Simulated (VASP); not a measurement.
# Au in VASP: settings compared

The runs below take Au through single point, relaxation of cell and atoms, with PBEsol, revPBE+D4, PBE.

Program: VASP 6.6.1. These are calculated values, not measurements. Logs are shortened: lines on timing, memory, paths and dates and some standing lists are left out, and cuts for length are marked.

**1. The cell of the first run**

Symmetry: Fm-3m, No. 225, cubic system. Conventional cell: a = 4.082 Å, b = 4.082 Å, c = 4.082 Å, α = 90.00°, β = 90.00°, γ = 90.00°. Au (site symmetry m-3m) has 12 Au at 2.89 Å within 3.8 Å.

**2. Single point, PBEsol**

File INCAR:

```
PREC     = Accurate       # precision mode
ENCUT    = 520            # plane-wave cutoff, eV
EDIFF    = 1E-6           # SCF threshold, eV
ISMEAR   = -1             # smearing method
SIGMA    = 0.05           # smearing width, eV
LREAL    = F              # projectors in reciprocal space
LASPH    = T              # aspherical terms in the spheres
NELM     = 80             # most SCF steps
ALGO     = Normal         # electronic algorithm
ISIF     = 2              # what is computed and relaxed
LWAVE    = F              # write WAVECAR
LCHARG   = T              # write CHGCAR
GGA      = PS             # functional
LELF     = T              # ELF
LVHAR    = T            
NBANDS   = 12             # bands
```

File KPOINTS:

```
regular mesh
0
Gamma
  11 11 11
```

File POSCAR:

```
Au
1.0
    0.0000000000      2.0412444052      2.0412444052
    2.0412444052      0.0000000000      2.0412444052
    2.0412444052      2.0412444052      0.0000000000
Au
1
Direct
    0.0000000000      0.0000000000      0.0000000000
```

Potentials or basis: VASP PAW PBE potentials, release 64 (Au).

On the command line:

```console
cat potpaw_PBE.64/Au/POTCAR > POTCAR
mpirun -np 1 vasp_std > vasp.out
```

OUTCAR:

```text
PREC = Accurate
   ENCUT = 520
   EDIFF = 1E-6
   ISMEAR = -1
   LREAL = F
   LASPH = T
   NELM = 80
   ISIF = 2
   GGA = PS

 ion  position               nearest neighbor table
   1  0.000  0.000  0.000-

  LATTYP: Found a face centered cubic cell.
 ALAT       =     4.0824888104

  Lattice vectors:

 A1 = (   0.0000000000,   2.0412444052,   2.0412444052)
 A2 = (   2.0412444052,   0.0000000000,   2.0412444052)
 A3 = (   2.0412444052,   2.0412444052,   0.0000000000)

Analysis of symmetry for initial positions (statically):
=====================================================================
 Subroutine PRICEL returns:
 Original cell was already a primitive cell.

 Routine SETGRP: Setting up the symmetry group for a
 face centered cubic supercell.

 Subroutine GETGRP returns: Found 48 space group operations
[... 9 lines left out ...]

 Routine SETGRP: Setting up the symmetry group for a
 face centered cubic supercell.

 Subroutine GETGRP returns: Found 48 space group operations
[... 11 lines left out ...]
                                     Primitive cell

  volume of cell :      17.0104

  direct lattice vectors                    reciprocal lattice vectors
     0.000000000  2.041244405  2.041244405    -0.244948620  0.244948620  0.244948620
     2.041244405  0.000000000  2.041244405     0.244948620 -0.244948620  0.244948620
     2.041244405  2.041244405  0.000000000     0.244948620  0.244948620 -0.244948620

  length of vectors
     2.886755522  2.886755522  2.886755522     0.424263455  0.424263455  0.424263455

  position of ions in fractional coordinates (direct lattice)
     0.000000000  0.000000000  0.000000000

  ion indices of the primitive-cell ions
   primitive index   ion index
                 1           1

----------------------------------------------------------------------------------------

 KPOINTS: regular mesh

Automatic generation of k-mesh.
 Grid dimensions read from file:
 generate k-points for:   11   11   11

 Generating k-lattice:

  Cartesian coordinates                     Fractional coordinates (reciprocal lattice)
    -0.022268056  0.022268056  0.022268056     0.090909091  0.000000000  0.000000000
     0.022268056 -0.022268056  0.022268056     0.000000000  0.090909091  0.000000000
     0.022268056  0.022268056 -0.022268056     0.000000000  0.000000000  0.090909091

  Length of vectors
     0.038569405  0.038569405  0.038569405

  Shift w.r.t. Gamma in fractional coordinates (k-lattice)
     0.000000000  0.000000000  0.000000000

 Subroutine IBZKPT returns following result:
[... 50 lines left out ...]
   LREAL  =      F    real-space projection
   EDIFFG = 0.1E-04   stopping-criterion for IOM
   NSW    =      0    number of steps for IOM
   IBRION =     -1    ionic relax: 0-MD 1-quasi-New 2-CG
   NFREE  =      0    steps in history (QN), initial steepest desc. (CG)
   ISIF   =      2    stress and relaxation
   ISYM   =      2    0-nonsym 1-usesym 2-fastsym
   POTIM  = 0.5000    time-step for ionic-motion
   TEBEG  =    0.0;   TEEND  =   0.0 temperature during run
   PSTRESS=    0.0 pullay stress
   NELECT =      11.0000    total number of electrons
   NUPDOWN=      -1.0000    fix difference up-down
   EMIN   =  10.00;   EMAX   =-10.00  energy-range for DOS
[... 5 lines left out ...]
     AMIX     =   0.40;   BMIX     =  1.00
     AMIX_MAG =   1.60;   BMIX_MAG =  1.00
  volume/ion in A,a.u.               =      17.01       114.79
  Fermi-wavevector in a.u.,A,eV,Ry     =   1.415687  2.675261 27.268402  2.004171
  Thomas-Fermi vector in A             =   2.537100
   LORBIT       =      0    0 simple, 1 ext, 2 COOP (PROOUT), +10 PAW based schemes
   GGA     = PS    functional components
   LHFCALC =     F    Hartree Fock is set to
   AEXX    =    0.0000 exact exchange contribution
   IVDW    =     0    specifies the selected vdW correction
   LEPSILON=     F    determine dielectric tensor
   LRPA    =     F    only Hartree local field effects (RPA)
 non-spin polarized calculation
  energy-cutoff  :      520.00
  volume of cell :       17.01
 maximum number of plane-waves:       473
 NGX is ok and might be reduce to    24
   NGX = 11   NGY = 11   NGZ = 11

 number of electron      11.0000000 magnetization

 Free energy of the ion-electron system (eV)
  ---------------------------------------------------
  ext. energy  EPLUGINS =         0.00000000
  ---------------------------------------------------
  free energy    TOTEN  =        -3.93303938 eV

  energy without entropy =       -3.93169163  energy(sigma->0) =       -3.93236551

 E-fermi :   9.3190     XC(G=0): -12.8952

 val. band max:        9.1705130775   @ k =   0.4545   0.3636   0.0000
 cond. band min:       9.4216521270   @ k =  -0.4545   0.0909   0.0000
 fundamental gap:      0.2511390495
 Fermi energy:         9.3189559499

 k-point     1 :       0.0000    0.0000    0.0000
  band No.  band energies     occupation
      1      -0.6310      2.00000
      2       4.6216      2.00000
      3       4.6216      2.00000
      4       4.6216      2.00000
      5       6.1553      2.00000
      6       6.1553      2.00000
      7      23.8084      0.00000
      8      27.8105      0.00000
      9      27.8105      0.00000
     10      27.8105      0.00000
     11      32.6835      0.00000
     12      37.3682      0.00000
[... 331 lines left out ...]
 k-point    24 :      -0.1818    0.1818    0.0000
  band No.  band energies     occupation
      1       1.9515      2.00000
      2       4.0049      2.00000
      3       4.8197      2.00000
      4       5.5000      2.00000
      5       5.5439      2.00000
      6       7.3575      2.00000
      7      20.6482      0.00000
      8      22.6256      0.00000
      9      26.9623      0.00000
     10      28.4828      0.00000
     11      31.1214      0.00000
     12      33.8197      0.00000

 [... further k-points ...]

------------------------ aborting loop because EDIFF is reached ----------------------------------------

  FORCE on cell =-STRESS in cart. coord.  units (eV):
  Direction    XX          YY          ZZ          XY          YZ          ZX
  --------------------------------------------------------------------------------------
  -------------------------------------------------------------------------------------
  Total       -0.0289547     -0.0289547     -0.0289547      0.0000000      0.0000000     -0.0000000
  in kB       -2.7271808     -2.7271808     -2.7271808      0.0000000      0.0000000     -0.0000000
  external PRESSURE =      -2.7271808 kB  Pullay stress =       0.0000000 kB

 VOLUME and BASIS-vectors are now :
 -----------------------------------------------------------------------------
  energy-cutoff  :      520.00
  volume of cell :       17.01
      direct lattice vectors                 reciprocal lattice vectors
     0.000000000  2.041244405  2.041244405    -0.244948620  0.244948620  0.244948620
     2.041244405  0.000000000  2.041244405     0.244948620 -0.244948620  0.244948620
     2.041244405  2.041244405  0.000000000     0.244948620  0.244948620 -0.244948620

 POSITION                                       TOTAL-FORCE (eV/Angst)
 -----------------------------------------------------------------------------------
      0.00000      0.00000      0.00000        -0.000000     -0.000000     -0.000000
 -----------------------------------------------------------------------------------
    total drift:                               -0.000000      0.000000     -0.000000

  FREE ENERGIE OF THE ION-ELECTRON SYSTEM (eV)
  ---------------------------------------------------
  free  energy   TOTEN  =        -3.9330393815 eV

  energy  without entropy=       -3.9316916331  energy(sigma->0) =       -3.93236551
```

OSZICAR:

```text
N       E                     dE             d eps       ncg     rms          rms(c)
DAV:   1     0.476533555543E+02    0.47653E+02   -0.55647E+03  1400   0.818E+02
DAV:   2    -0.358545033811E+01   -0.51239E+02   -0.48290E+02  1600   0.186E+02
DAV:   3    -0.427015110524E+01   -0.68470E+00   -0.68407E+00  1604   0.205E+01
DAV:   4    -0.427245743530E+01   -0.23063E-02   -0.23062E-02  1604   0.139E+00
DAV:   5    -0.427247411648E+01   -0.16681E-04   -0.16681E-04  1652   0.112E-01    0.961E+00
DAV:   6    -0.395828175907E+01    0.31419E+00   -0.85419E-01  1456   0.741E+00    0.595E+00
DAV:   7    -0.393604083754E+01    0.22241E-01   -0.69633E-02  1592   0.210E+00    0.288E+00
DAV:   8    -0.393304826565E+01    0.29926E-02   -0.14219E-03  1524   0.351E-01    0.281E-01
DAV:   9    -0.393303699148E+01    0.11274E-04   -0.12317E-05  1576   0.278E-02    0.168E-02
DAV:  10    -0.393303936158E+01   -0.23701E-05   -0.13255E-06  1628   0.911E-03    0.645E-04
DAV:  11    -0.393303938153E+01   -0.19950E-07   -0.48767E-08   840   0.179E-03
   1 F= -.39330394E+01 E0= -.39323655E+01  d E =-.134775E-02
```

stdout:

```text
POSCAR found type information on POSCAR Au
 POSCAR found :  1 types and       1 ions
 scaLAPACK will be used
 -----------------------------------------------------------------------------
|                                                                             |
|                                                                             |
|     You enforced a specific xc type in the INCAR file but a different       |
|     I HOPE YOU KNOW WHAT YOU ARE DOING!                                     |
|                                                                             |
 -----------------------------------------------------------------------------

 LDA part: xc-table for (Slater+PW92), standard interpolation
 POSCAR, INCAR and KPOINTS ok, starting setup
 FFT: planning ... GRIDC
 FFT: planning ... GRID_SOFT
 FFT: planning ... GRID
 WAVECAR not read
 entering main loop
```

Wall time 6.8 s (1 thread of Intel Xeon 6975P-C (Granite Rapids), shared host); peak memory 0.14 GiB.

What came out:

- Free energy: -3.9330 eV
- Pressure: -0.3 GPa

Levels at points of the mesh, in eV from the Fermi level:
```tsv
k point	band 3	band 4	band 5	band 6	band 7	band 8	band 9	band 10
(0.00, 0.00, 0.00)	-4.70	-4.70	-3.16	-3.16	14.49	18.49	18.49	18.49
```

Caveat: the PAW data sets were made with another functional, which shifts forces and pressure a little; spin-orbit coupling is left out, which moves the levels of the heavy elements.

**3. Relaxation of cell and atoms, revPBE+D4**

This run uses another cell than the first one, of 16.85 Å³/atom, 0.991 times its volume.

File INCAR:

```
PREC = Accurate ; ENCUT = 600
EDIFF = 1E-7 ; ISMEAR = -1
SIGMA = 0.05 ; LREAL = F
LASPH = T ; NELM = 100
ALGO = Normal ; ISIF = 3
LWAVE = F ; LCHARG = F
GGA = RE ; IVDW = 13
IBRION = 2 ; NSW = 80
EDIFFG = -0.02
```

KPOINTS is that of step 2.

File POSCAR:

```
Au
1.0
    0.0000000000      2.0350000000      2.0350000000
    2.0350000000      0.0000000000      2.0350000000
    2.0350000000      2.0350000000      0.0000000000
Au
1
Direct
    0.0000000000      0.0000000000      0.0000000000
```

Potentials or basis: VASP PAW PBE potentials, release 64 (Au).

On the command line:

```console
cat potpaw_PBE.64/Au/POTCAR > POTCAR
mpirun -np 1 vasp_std > vasp.out
```

Wall time 12 s (1 thread of Intel Xeon 6975P-C (Granite Rapids), shared host); peak memory 0.15 GiB.

Results (log left out):

- Free energy: -3.8234 eV
- Relaxed volume: 17.17 Å³/atom
- Relaxed cell: a = 2.896 Å, b = 2.896 Å, c = 2.896 Å, α = 60.00°, β = 60.00°, γ = 60.00°
- Space group after relaxing (to 0.05 Å): Fm-3m (No. 225)
- Energy gained by relaxing: 3.0 meV/atom
- Ionic steps: 3
- Pressure after relaxing: 0.0 GPa
- Dispersion energy per atom: -1.111 eV

Step by step:
| step | energy change (eV) | largest force (eV/Å) | pressure (GPa) | volume (Å³) |
| --- | --- | --- | --- | --- |
| 1 | 0.0000 | 0.0000 | 3.18 | 16.85 |
| 2 | 0.0046 | 0.0000 | -4.50 | 17.68 |
| 3 | -0.0030 | 0.0000 | -0.02 | 17.17 |

Final structure:
```
CELL_PARAMETERS angstrom
0.00000 2.04751 2.04751
2.04751 0.00000 2.04751
2.04751 2.04751 0.00000
ATOMIC_POSITIONS crystal
Au 0.00000 0.00000 0.00000
```

Levels at points of the mesh, in eV from the Fermi level:
```tsv
k point	band 2	band 3	band 4	band 5	band 6	band 7	band 8	band 9
(0.00, 0.00, 0.00)	-4.71	-4.71	-4.71	-3.23	-3.23	14.46	18.44	18.44
```

Caveat: the PAW data sets were made with another functional, which shifts forces and pressure a little; spin-orbit coupling is left out, which moves the levels of the heavy elements; pairwise dispersion overbinds metals, which lowers pressure and volume. Zero-point motion and thermal expansion aren't in these numbers.

**4. Single point, PBE**

This run uses another cell than the first one, of 16.85 Å³/atom, 0.991 times its volume.

File INCAR:

```
SYSTEM = Au
PREC     = Accurate       ! precision mode
ENCUT    = 520            ! plane-wave cutoff, eV
EDIFF    = 1E-6           ! SCF threshold, eV
ISMEAR   = -1             ! smearing method
SIGMA    = 0.05           ! smearing width, eV
LREAL    = .False.        ! projectors in reciprocal space
LASPH    = .True.         ! aspherical terms in the spheres
NELM     = 100            ! most SCF steps
ALGO     = Normal         ! electronic algorithm
ISIF     = 2              ! what is computed and relaxed
LWAVE    = .False.        ! write WAVECAR
LCHARG   = .True.         ! write CHGCAR
GGA      = PE             ! functional
LELF     = .True.         ! ELF
LVHAR    = .True.       
NBANDS   = 12             ! bands
```

File KPOINTS:

```
regular mesh
0
Gamma
  9 9 9
  0 0 0
```

POSCAR is that of step 3.

Potentials or basis: VASP PAW PBE potentials, release 64 (Au).

On the command line:

```console
cat potpaw_PBE.64/Au/POTCAR > POTCAR
mpirun -np 1 vasp_std > vasp.out
```

OUTCAR:

```text
SYSTEM = Au
   PREC = Accurate
   ENCUT = 520
   EDIFF = 1E-6
   ISMEAR = -1
   LREAL = .False.
   LASPH = .True.
   NELM = 100
   ISIF = 2
   GGA = PE

 ion  position               nearest neighbor table
   1  0.000  0.000  0.000-

  LATTYP: Found a face centered cubic cell.
 ALAT       =     4.0700000000

  Lattice vectors:

 A1 = (   0.0000000000,   2.0350000000,   2.0350000000)
 A2 = (   2.0350000000,   0.0000000000,   2.0350000000)
[... 539 lines left out ...]
     12      37.3982      0.00000

 [... further k-points ...]

------------------------ aborting loop because EDIFF is reached ----------------------------------------

  FORCE on cell =-STRESS in cart. coord.  units (eV):
  Direction    XX          YY          ZZ          XY          YZ          ZX
  --------------------------------------------------------------------------------------
  -------------------------------------------------------------------------------------
  Total        1.0972388      1.0972388      1.0972388      0.0000000      0.0000000     -0.0000000
  in kB      104.3010031    104.3010031    104.3010031      0.0000000      0.0000000     -0.0000000
  external PRESSURE =     104.3010031 kB  Pullay stress =       0.0000000 kB

 VOLUME and BASIS-vectors are now :
 -----------------------------------------------------------------------------
  energy-cutoff  :      520.00
  volume of cell :       16.85
      direct lattice vectors                 reciprocal lattice vectors
     0.000000000  2.035000000  2.035000000    -0.245700246  0.245700246  0.245700246
     2.035000000  0.000000000  2.035000000     0.245700246 -0.245700246  0.245700246
     2.035000000  2.035000000  0.000000000     0.245700246  0.245700246 -0.245700246

 POSITION                                       TOTAL-FORCE (eV/Angst)
 -----------------------------------------------------------------------------------
      0.00000      0.00000      0.00000         0.000000      0.000000      0.000000
 -----------------------------------------------------------------------------------
    total drift:                               -0.000000      0.000000     -0.000000

  FREE ENERGIE OF THE ION-ELECTRON SYSTEM (eV)
  ---------------------------------------------------
  free  energy   TOTEN  =        -3.2118567354 eV

  energy  without entropy=       -3.2113715176  energy(sigma->0) =       -3.21161413
```

OSZICAR:

```text
N       E                     dE             d eps       ncg     rms          rms(c)
DAV:   1     0.536018969716E+02    0.53602E+02   -0.55918E+03   848   0.818E+02
DAV:   2    -0.273953131005E+01   -0.56341E+02   -0.53452E+02  1004   0.192E+02
DAV:   3    -0.347294994808E+01   -0.73342E+00   -0.73303E+00  1008   0.218E+01
DAV:   4    -0.347544605112E+01   -0.24961E-02   -0.24960E-02  1036   0.147E+00
DAV:   5    -0.347546396479E+01   -0.17914E-04   -0.17914E-04  1008   0.117E-01    0.968E+00
DAV:   6    -0.323339669953E+01    0.24207E+00   -0.63478E-01   920   0.647E+00    0.611E+00
DAV:   7    -0.321408405756E+01    0.19313E-01   -0.65124E-02  1012   0.209E+00    0.280E+00
DAV:   8    -0.321186109236E+01    0.22230E-02   -0.15008E-03   936   0.331E-01    0.233E-01
DAV:   9    -0.321185213835E+01    0.89540E-05   -0.17140E-05  1032   0.346E-02    0.336E-02
DAV:  10    -0.321185672718E+01   -0.45888E-05   -0.31993E-06   996   0.171E-02    0.822E-04
DAV:  11    -0.321185673537E+01   -0.81857E-08   -0.62427E-08   560   0.195E-03
   1 F= -.32118567E+01 E0= -.32116141E+01  d E =-.485218E-03
```

Run time: 10 s. Hardware: 1 thread of Intel Xeon 8259CL, shared host; peak memory 0.14 GiB.

What came out:

```yaml
Free_energy: -3.2119 eV
Pressure: 10.4 GPa
```

Caveat: spin-orbit coupling is left out, which moves the levels of the heavy elements.

**5. Single point, PBE**

This run uses another cell than the first one, of 16.52 Å³/atom, 0.971 times its volume.

File INCAR:

```
  PREC = Accurate
  ENCUT = 520
  EDIFF = 1E-6
  ISMEAR = -1
  SIGMA = 0.05
  LREAL = False
  LASPH = True
  NELM = 80
  ALGO = Normal
  ISIF = 2
  LWAVE = False
  LCHARG = False
  GGA = PE
  NBANDS = 12
```

File KPOINTS:

```
Automatic mesh
0
Gamma
  9 9 9
```

File POSCAR:

```
Au
1.0
    0.0000000000      2.0350000000      1.9943000000
    2.0350000000      0.0000000000      1.9943000000
    2.0350000000      2.0350000000      0.0000000000
Au
1
Direct
    0.0000000000      0.0000000000      0.0000000000
```

On the command line:

```console
cat potpaw_PBE.64/Au/POTCAR > POTCAR
mpirun -np 1 vasp_std > vasp.out
```

Run time: 16 s. Hardware: 1 thread of Intel Xeon 8259CL, shared host; peak memory 0.15 GiB.

Results (log left out):

* Free energy: -3.1844 eV
* Pressure: 14.7 GPa

Stress tensor (GPa, compression positive):
```
14.26  0.00  0.00
 0.00 14.26  0.00
 0.00  0.00 15.61
```

Levels at points of the mesh, in eV from the Fermi level:
```tsv
k point	band 2	band 3	band 4	band 5	band 6	band 7	band 8	band 9	band 10	band 11
(0.00, 0.00, 0.00)	-4.81	-4.81	-4.63	-3.26	-3.05	14.59	18.63	18.63	19.02	23.78
```

Caveat: spin-orbit coupling is left out, which moves the levels of the heavy elements.

**6. The runs side by side**

| task | level | cell | k mesh | cutoff (eV) | gap on the mesh (eV) | pressure (GPa) |
| --- | --- | --- | --- | --- | --- | --- |
| single point | PBEsol | a = 2.887 Å, angles 60.0°, 1 atom | 11 × 11 × 11 | 520 | none | -0.3 |
| relaxation of cell and atoms | revPBE+D4 | relaxed from a = 2.878 Å, angles 60.0°, 1 atom | 11 × 11 × 11 | 600 | none | 0.0 |
| single point | PBE | a = 2.878 Å, angles 60.0°, 1 atom | 9 × 9 × 9 | 520 | none | 10.4 |
| single point | PBE | a = 2.849, b = 2.849, c = 2.878 Å, angles 59.7, 59.7, 60.7°, 1 atom | 9 × 9 × 9 | 520 | none | 14.7 |

Alike in all rows: potentials or basis VASP PAW PBE potentials, release 64 (Au); no spin polarisation; smearing fermi-dirac 0.05 eV.

Caveats: spin-orbit coupling is left out, which moves the levels of the heavy elements; the PAW data sets were made with another functional, which shifts forces and pressure a little (some runs); pairwise dispersion overbinds metals, which lowers pressure and volume (some runs).

Absolute energies hang on the potentials; compare differences alone.
